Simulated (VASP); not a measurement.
Here is a VASP 6.6.1 calculation.

Contents of POSCAR:

```
Si
1.0
   -2.2765174123      2.2765174123      1.4356066211
    2.2765174123     -2.2765174123      1.4356066211
    2.2765174123      2.2765174123     -1.4356066211
Si
2
Direct
    0.2500000000      0.7500000000      0.5000000000
    0.5000000000      0.5000000000      0.0000000000
```

The input INCAR.step1:

```
ALGO     = Normal         # electronic algorithm
EDIFF    = 1E-4           # SCF threshold, eV
ENCUT    = 520            # plane-wave cutoff, eV
GGA      = PE             # functional
ISMEAR   = 0              # smearing method
LASPH    = True           # aspherical terms in the spheres
LCHARG   = False          # write CHGCAR
LREAL    = False          # projectors in reciprocal space
LWAVE    = True           # write WAVECAR
NBANDS   = 11             # bands
NELM     = 60             # most SCF steps
PREC     = Accurate       # precision mode
SIGMA    = 0.15           # smearing width, eV
```

File INCAR.step2:

```
ALGO     = Normal         # electronic algorithm
EDIFF    = 1E-6           # SCF threshold, eV
ENCUT    = 520            # plane-wave cutoff, eV
ISIF     = 2              # what is computed and relaxed
ISMEAR   = 0              # smearing method
ISTART   = 1            
LASPH    = True           # aspherical terms in the spheres
LCHARG   = False          # write CHGCAR
LMIXTAU  = True         
LREAL    = False          # projectors in reciprocal space
LWAVE    = False          # write WAVECAR
METAGGA  = R2SCAN         # meta-GGA
NBANDS   = 11             # bands
NELM     = 60             # most SCF steps
PREC     = Accurate       # precision mode
SIGMA    = 0.15           # smearing width, eV
```

The input KPOINTS:

```
k-points
0
Gamma
  20 20 20
```

Potentials or basis: VASP PAW PBE potentials, release 64 (Si).

Command:

```console
$ cat potpaw_PBE.64/Si/POTCAR > POTCAR
$ cp INCAR.step1 INCAR
$ mpirun -np 1 vasp_std > vasp.out
$ cp INCAR.step2 INCAR
$ mpirun -np 1 vasp_std > vasp.out
```

Problem. What does it give for the pressure?

Solution. 7.2 GPa.

Problem. Estimate the band gap on the k mesh.

Solution. Zero (bands 4 and 5 overlap by 8.02 eV).

Stress tensor (GPa, compression positive):
```
11.16  0.00  0.00
 0.00 11.16  0.00
 0.00  0.00 -0.77
```

Caveat: the cell differs from its parent crystal (strain -0.040 along x and y, +0.080 along z); the cell stands under pressure; the PAW data sets were made with another functional, which shifts forces and pressure a little.
